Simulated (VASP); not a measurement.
# Si13Sn3 (P1) in VASP: single point with PBEsol

Aim: the single point of Si13Sn3 with PBEsol.

All numbers are computed with VASP 6.6.1; they aren't measurements. Logs are shortened: lines on timing, memory, paths and dates and some standing lists are left out, and cuts for length are marked.

## 1. The cell of the first run

The typed cell holds 64 atoms: a = 11.283 Å, b = 11.283 Å, c = 11.283 Å, α = 90.00°, β = 90.00°, γ = 90.00°.

## 2. Single point, PBEsol

The input, INCAR:

```
SYSTEM = Si13Sn3
PREC     = Accurate       ! precision mode
ENCUT    = 520            ! plane-wave cutoff, eV
EDIFF    = 1E-6           ! SCF threshold, eV
ISMEAR   = -1             ! smearing method
SIGMA    = 0.05           ! smearing width, eV
LREAL    = Auto         
LASPH    = .True.         ! aspherical terms in the spheres
NELM     = 80             ! most SCF steps
ALGO     = Normal         ! electronic algorithm
ISIF     = 2              ! what is computed and relaxed
LWAVE    = .False.        ! write WAVECAR
LCHARG   = .False.        ! write CHGCAR
GGA      = PS             ! functional
NBANDS   = 226            ! bands
```

The input, KPOINTS:

```
Automatic mesh
0
Gamma
  1 1 1
  0.5 0.5 0.5
```

The input, POSCAR:

```
Si13Sn3
1.0
   11.2831182219      0.0000000000      0.0000000000
    0.0000000000     11.2831182219      0.0000000000
    0.0000000000      0.0000000000     11.2831182219
Si Sn
52 12
Direct
    0.0004090000      0.9968960000      0.0009180000
    0.0010430000      0.0020130000      0.5153810000
    0.0048270000      0.5030060000      0.0017120000
    0.9945110000      0.5051650000      0.5031930000
    0.5019500000      0.0017960000      0.4980240000
    0.4983190000      0.5038450000      0.0059450000
    0.4883590000      0.5062620000      0.5037570000
    0.1174170000      0.1194040000      0.1268950000
    0.1274250000      0.1254780000      0.6310520000
    0.1248860000      0.6262450000      0.1232460000
    0.1303430000      0.6189130000      0.6222540000
    0.6213570000      0.1226940000      0.1400160000
    0.6324520000      0.1168870000      0.6225830000
    0.6338800000      0.6224510000      0.1176980000
    0.6236180000      0.6286470000      0.6082960000
    0.2556770000      0.2421300000      0.5068510000
    0.2441390000      0.7501580000      0.0024370000
    0.2555350000      0.7420960000      0.5072170000
    0.7524060000      0.2490550000      0.5134890000
    0.7552200000      0.7498600000      0.0025060000
    0.7506510000      0.7545040000      0.4943050000
    0.3826540000      0.3831500000      0.1325220000
    0.3656010000      0.3826690000      0.6213390000
    0.3592890000      0.8734760000      0.1262570000
    0.3686560000      0.8828010000      0.6187290000
    0.8871610000      0.3857570000      0.1278260000
    0.8834130000      0.3683940000      0.6240020000
    0.8728130000      0.8727820000      0.1232960000
    0.8684480000      0.8788130000      0.6203930000
    0.2510660000      0.0078280000      0.2474430000
    0.2458140000      0.9982200000      0.7474970000
    0.2566080000      0.5100910000      0.2450460000
    0.2454680000      0.4996960000      0.7506460000
    0.7445580000      0.9911950000      0.2469280000
    0.7558460000      0.9988020000      0.7476320000
    0.7604210000      0.5078140000      0.2445070000
    0.3762380000      0.1246580000      0.3760770000
    0.3664180000      0.1171030000      0.8643110000
    0.3682560000      0.6209720000      0.3824500000
    0.3651020000      0.6192600000      0.8849310000
    0.8849840000      0.1184240000      0.8671020000
    0.8741160000      0.6292360000      0.3743290000
    0.8782200000      0.6261090000      0.8921830000
    0.0004320000      0.2504650000      0.2363370000
    0.0041190000      0.2495970000      0.7484650000
    0.9928150000      0.7435250000      0.2425550000
    0.4931740000      0.2461140000      0.2509640000
    0.1145830000      0.3841620000      0.8667700000
    0.1327570000      0.8822040000      0.8827020000
    0.6133960000      0.3821780000      0.8844960000
    0.6294390000      0.8808940000      0.3806990000
    0.6459490000      0.8736020000      0.8750840000
    0.5001350000      0.9953480000      0.9986120000
    0.2465720000      0.2547020000      0.9984650000
    0.7531460000      0.2503250000      0.0042190000
    0.7501910000      0.5021460000      0.7510540000
    0.8752590000      0.1244570000      0.3736930000
    0.0020840000      0.7523940000      0.7528500000
    0.4982100000      0.2506770000      0.7447600000
    0.4998940000      0.7484480000      0.2530200000
    0.4993540000      0.7520370000      0.7515600000
    0.1279830000      0.3742320000      0.3726630000
    0.1243080000      0.8716640000      0.3772240000
    0.6252150000      0.3781290000      0.3775460000
```

Potentials or basis: VASP PAW PBE potentials, release 64 (Si, Sn_d).

Command:

```console
> cat potpaw_PBE.64/Si/POTCAR potpaw_PBE.64/Sn_d/POTCAR > POTCAR
> mpirun -np 1 vasp_std > vasp.out
```

OUTCAR:

```text
SYSTEM = Si13Sn3
   PREC = Accurate
   ENCUT = 520
   EDIFF = 1E-6
   ISMEAR = -1
   LREAL = Auto
   LASPH = .True.
   NELM = 80
   ISIF = 2
   GGA = PS

 ion  position               nearest neighbor table
   1  0.000  0.997  0.001-   8 2.38  49 2.38  41 2.42  28 2.44
   2  0.001  0.002  0.515-  29 2.36   9 2.38  57 2.55  63 2.55
   3  0.005  0.503  0.002-  43 2.34  26 2.35  10 2.38  48 2.38
   4  0.995  0.505  0.503-  11 2.41  27 2.41  42 2.43  62 2.57
   5  0.502  0.002  0.498-  51 2.38  37 2.41  13 2.41  25 2.43
   6  0.498  0.504  0.006-  50 2.33  22 2.37  14 2.39  40 2.41
[... 56 lines left out ...]
  63  0.124  0.872  0.377-  18 2.55   2 2.55  30 2.56  46 2.57
  64  0.625  0.378  0.378-  47 2.55   7 2.55  19 2.56  36 2.59

  LATTYP: Found a simple cubic cell.
 ALAT       =    11.2831182219

  Lattice vectors:

 A1 = (  11.2831182219,   0.0000000000,   0.0000000000)
 A2 = (   0.0000000000,  11.2831182219,   0.0000000000)
 A3 = (   0.0000000000,   0.0000000000,  11.2831182219)

Analysis of symmetry for initial positions (statically):
=====================================================================
 Subroutine PRICEL returns:
 Original cell was already a primitive cell.

 Routine SETGRP: Setting up the symmetry group for a
 simple cubic supercell.

 Subroutine GETGRP returns: Found  1 space group operations
 (whereof  1 operations were pure point group operations)
 out of a pool of 48 trial point group operations.

The static configuration has the point symmetry C_1 .

Analysis of symmetry for dynamics (positions and initial velocities):
=====================================================================
 Subroutine PRICEL returns:
 Original cell was already a primitive cell.

 Routine SETGRP: Setting up the symmetry group for a
 simple cubic supercell.

 Subroutine GETGRP returns: Found  1 space group operations
 (whereof  1 operations were pure point group operations)
 out of a pool of 48 trial point group operations.

The dynamic configuration has the point symmetry C_1 .

 Subroutine INISYM returns: Found  1 space group operations
 (whereof  1 operations are pure point group operations),
 and found     1 'primitive' translations

----------------------------------------------------------------------------------------

                                     Primitive cell

  volume of cell :    1436.4398

  direct lattice vectors                    reciprocal lattice vectors
    11.283118222  0.000000000  0.000000000     0.088627982  0.000000000  0.000000000
     0.000000000 11.283118222  0.000000000     0.000000000  0.088627982  0.000000000
     0.000000000  0.000000000 11.283118222     0.000000000  0.000000000  0.088627982

  length of vectors
    11.283118222 11.283118222 11.283118222     0.088627982  0.088627982  0.088627982

  position of ions in fractional coordinates (direct lattice)
     0.000409000  0.996896000  0.000918000
     0.001043000  0.002013000  0.515381000
     0.004827000  0.503006000  0.001712000
     0.994511000  0.505165000  0.503193000
     0.501950000  0.001796000  0.498024000
     0.498319000  0.503845000  0.005945000
[... 56 lines left out ...]
     0.124308000  0.871664000  0.377224000
     0.625215000  0.378129000  0.377546000

  ion indices of the primitive-cell ions
   primitive index   ion index
                 1           1
                 2           2
                 3           3
                 4           4
                 5           5
                 6           6
[... 56 lines left out ...]
                63          63
                64          64

----------------------------------------------------------------------------------------

 KPOINTS: Automatic mesh

Automatic generation of k-mesh.
 Grid dimensions read from file:
 generate k-points for:    1    1    1

 Generating k-lattice:

  Cartesian coordinates                     Fractional coordinates (reciprocal lattice)
     0.088627982  0.000000000  0.000000000     1.000000000  0.000000000  0.000000000
     0.000000000  0.088627982  0.000000000     0.000000000  1.000000000  0.000000000
     0.000000000  0.000000000  0.088627982     0.000000000  0.000000000  1.000000000

  Length of vectors
     0.088627982  0.088627982  0.088627982

  Shift w.r.t. Gamma in fractional coordinates (k-lattice)
     0.500000000  0.500000000  0.500000000

 Subroutine IBZKPT returns following result:
 ===========================================

 Found      1 irreducible k-points:

 Following reciprocal coordinates:
            Coordinates               Weight
  0.500000  0.500000  0.500000      1.000000
   k-points           NKPTS =      1   k-points in BZ     NKDIM =      1   number of bands    NBANDS=    226
   number of dos      NEDOS =    301   number of ions     NIONS =     64
   total plane-waves  NPLWV = 592704
   dimension x,y,z NGX =    84 NGY =   84 NGZ =   84
   dimension x,y,z NGXF=   168 NGYF=  168 NGZF=  168
   ions per type =              52  12
   NGX,Y,Z   is equivalent  to a cutoff of  12.38, 12.38, 12.38 a.u.
   NGXF,Y,Z  is equivalent  to a cutoff of  24.75, 24.75, 24.75 a.u.
 SYSTEM =  Si13Sn3
   PREC   = accura    normal or accurate (medium, high low for compatibility)
   ISTART =      0    job   : 0-new  1-cont  2-samecut
   ICHARG =      2    charge: 1-file 2-atom 10-const
   ISPIN  =      1    spin polarized calculation?
   LNONCOLLINEAR =      F non collinear calculations
   LSORBIT =      F    spin-orbit coupling
   LASPH  =      T    aspherical Exc in radial PAW
   ENCUT  =  520.0 eV  38.22 Ry    6.18 a.u.  20.98 20.98 20.98*2*pi/ulx,y,z
   NELM   =     80;   NELMIN=  2; NELMDL= -5     # of ELM steps
   EDIFF  = 0.1E-05   stopping-criterion for ELM
   LREAL  =      T    real-space projection
   EDIFFG = 0.1E-04   stopping-criterion for IOM
   NSW    =      0    number of steps for IOM
   IBRION =     -1    ionic relax: 0-MD 1-quasi-New 2-CG
   NFREE  =      0    steps in history (QN), initial steepest desc. (CG)
   ISIF   =      2    stress and relaxation
   ISYM   =      2    0-nonsym 1-usesym 2-fastsym
   POTIM  = 0.5000    time-step for ionic-motion
   TEBEG  =    0.0;   TEEND  =   0.0 temperature during run
   PSTRESS=    0.0 pullay stress
   NELECT =     376.0000    total number of electrons
   NUPDOWN=      -1.0000    fix difference up-down
   EMIN   =  10.00;   EMAX   =-10.00  energy-range for DOS
   EFERMI =   0.00;   METHOD = LEGACY
   ISMEAR =    -1;   SIGMA  =   0.05  broadening in eV -4-tet -1-fermi 0-gaus
   EFERMI_NEDOS =   21; number of points for ismear=-14 and -15
   IALGO  =     38    algorithm
   IMIX   =      4    mixing-type and parameters
     AMIX     =   0.40;   BMIX     =  1.00
     AMIX_MAG =   1.60;   BMIX_MAG =  1.00
  volume/ion in A,a.u.               =      22.44       151.46
  Fermi-wavevector in a.u.,A,eV,Ry     =   1.047229  1.978976 14.921353  1.096688
  Thomas-Fermi vector in A             =   2.182100
   LORBIT       =      0    0 simple, 1 ext, 2 COOP (PROOUT), +10 PAW based schemes
   GGA     = PS    functional components
   LHFCALC =     F    Hartree Fock is set to
   AEXX    =    0.0000 exact exchange contribution
   IVDW    =     0    specifies the selected vdW correction
   LEPSILON=     F    determine dielectric tensor
   LRPA    =     F    only Hartree local field effects (RPA)
 non-spin polarized calculation
  energy-cutoff  :      520.00
  volume of cell :     1436.44
 maximum number of plane-waves:     38736
 NGX is ok and might be reduce to    84
   NGX = 41   NGY = 41   NGZ = 41

 number of electron     376.0000001 magnetization

 Free energy of the ion-electron system (eV)
  ---------------------------------------------------
  ext. energy  EPLUGINS =         0.00000000
  ---------------------------------------------------
  free energy    TOTEN  =      -338.51590689 eV

  energy without entropy =     -338.51589043  energy(sigma->0) =     -338.51589866

 E-fermi :   6.1540     XC(G=0):  -9.4796

 val. band max:        5.5245032207   @ k =   0.5000   0.5000   0.5000
 cond. band min:       6.7956692639   @ k =   0.5000   0.5000   0.5000
 fundamental gap:      1.2711660431
 Fermi energy:         6.1539860941

 k-point     1 :       0.5000    0.5000    0.5000
  band No.  band energies     occupation
      1     -15.2229      2.00000
      2     -15.2191      2.00000
      3     -15.2105      2.00000
      4     -15.2041      2.00000
      5     -15.2031      2.00000
      6     -15.1936      2.00000
[... 192 lines left out ...]
    199       7.1127      0.00000
    200       7.1329      0.00000
 [bands above 200 left out]

------------------------ aborting loop because EDIFF is reached ----------------------------------------

  FORCE on cell =-STRESS in cart. coord.  units (eV):
  Direction    XX          YY          ZZ          XY          YZ          ZX
  --------------------------------------------------------------------------------------
  -------------------------------------------------------------------------------------
  Total        0.4474716     -0.6712789      0.9170110      0.0772566      0.1671906      0.0096770
  in kB        0.4991012     -0.7487316      1.0228165      0.0861706      0.1864812      0.0107935
  external PRESSURE =       0.2577287 kB  Pullay stress =       0.0000000 kB

 VOLUME and BASIS-vectors are now :
 -----------------------------------------------------------------------------
  energy-cutoff  :      520.00
  volume of cell :     1436.44
      direct lattice vectors                 reciprocal lattice vectors
    11.283118222  0.000000000  0.000000000     0.088627982  0.000000000  0.000000000
     0.000000000 11.283118222  0.000000000     0.000000000  0.088627982  0.000000000
     0.000000000  0.000000000 11.283118222     0.000000000  0.000000000  0.088627982

 POSITION                                       TOTAL-FORCE (eV/Angst)
 -----------------------------------------------------------------------------------
      0.00461     11.24810      0.01036        -0.005053     -0.003807      0.005416
      0.01177      0.02271      5.81510        -0.004371      0.005205     -0.011733
      0.05446      5.67548      0.01932         0.003603     -0.003253     -0.000442
     11.22119      5.69984      5.67759         0.006787     -0.008703     -0.004407
      5.66356      0.02026      5.61926        -0.003415     -0.001380      0.003578
      5.62259      5.68494      0.06708         0.000702      0.003508     -0.003164
[... 56 lines left out ...]
      1.40258      9.83509      4.25626         0.001612     -0.005845      0.006725
      7.05437      4.26647      4.25990         0.003009      0.008284      0.010934
 -----------------------------------------------------------------------------------
    total drift:                                0.011943      0.019979      0.035459

  FREE ENERGIE OF THE ION-ELECTRON SYSTEM (eV)
  ---------------------------------------------------
  free  energy   TOTEN  =      -338.5159068930 eV

  energy  without entropy=     -338.5158904342  energy(sigma->0) =     -338.51589866
```

It took 5.4 min on 1 thread of Intel Xeon 6975P-C (Granite Rapids), shared host; peak memory 1.1 GiB.

What came out:

- Free energy: -338.5159 eV
- Pressure: 0.0 GPa
- Largest force: 0.020 eV/Å
- Band gap on the k mesh: 1.27 eV

Forces in eV/Å, atoms in the order of the input:
```
Si  -0.005 -0.004  0.005
Si  -0.004  0.005 -0.012
Si   0.004 -0.003  0.000
Si   0.007 -0.009 -0.004
Si  -0.003 -0.001  0.004
Si   0.001  0.004 -0.003
Si   0.004 -0.012 -0.007
Si   0.009  0.006 -0.009
Si   0.001 -0.002  0.003
Si  -0.001 -0.005  0.001
Si  -0.006  0.007  0.000
Si  -0.003 -0.005 -0.014
Si  -0.012  0.002  0.007
Si  -0.003  0.002  0.004
Si   0.001  0.001  0.010
Si  -0.006  0.005 -0.005
Si  -0.005 -0.004 -0.003
Si  -0.003  0.003  0.000
Si   0.002 -0.003 -0.011
Si  -0.002  0.003 -0.001
Si  -0.001 -0.003  0.001
Si  -0.008 -0.009 -0.005
Si   0.006 -0.007  0.006
Si   0.014  0.004 -0.003
Si   0.011 -0.008  0.010
Si  -0.008 -0.001 -0.014
Si  -0.006  0.015  0.011
Si  -0.002  0.003  0.003
Si   0.004 -0.011 -0.002
Si  -0.008 -0.008  0.006
Si  -0.005 -0.007 -0.005
Si  -0.007 -0.004  0.005
Si   0.001  0.000  0.001
Si   0.009  0.007  0.003
Si   0.002  0.002  0.003
Si  -0.006 -0.007 -0.001
Si   0.000 -0.005 -0.004
Si   0.009  0.008  0.003
Si   0.008  0.011 -0.011
Si   0.007  0.002 -0.007
Si  -0.007  0.009  0.005
Si  -0.002  0.000  0.005
Si   0.002 -0.003 -0.016
Si  -0.004 -0.002  0.011
Si  -0.001 -0.003 -0.006
Si   0.009  0.007  0.001
Si   0.009  0.010  0.005
Si   0.004 -0.009  0.008
Si  -0.006 -0.002 -0.011
Si   0.009 -0.006 -0.013
Si  -0.006 -0.007 -0.003
Si  -0.010  0.001  0.001
Sn   0.005  0.004 -0.003
Sn   0.010 -0.001  0.002
Sn  -0.003  0.000  0.002
Sn  -0.002  0.011  0.008
Sn  -0.002  0.008  0.015
Sn  -0.005  0.001  0.001
Sn  -0.003  0.004 -0.003
Sn  -0.008 -0.002  0.011
Sn   0.008  0.006  0.003
Sn   0.005 -0.001 -0.006
Sn   0.002 -0.006  0.007
Sn   0.003  0.008  0.011
```

Caveat: the k points lie up to 0.56 Å⁻¹ apart; the PAW data sets were made with another functional, which shifts forces and pressure a little; spin-orbit coupling is left out, which moves the levels of the heavy elements; a shifted mesh leaves out Γ, where band edges can lie. A k mesh can miss the band edges.
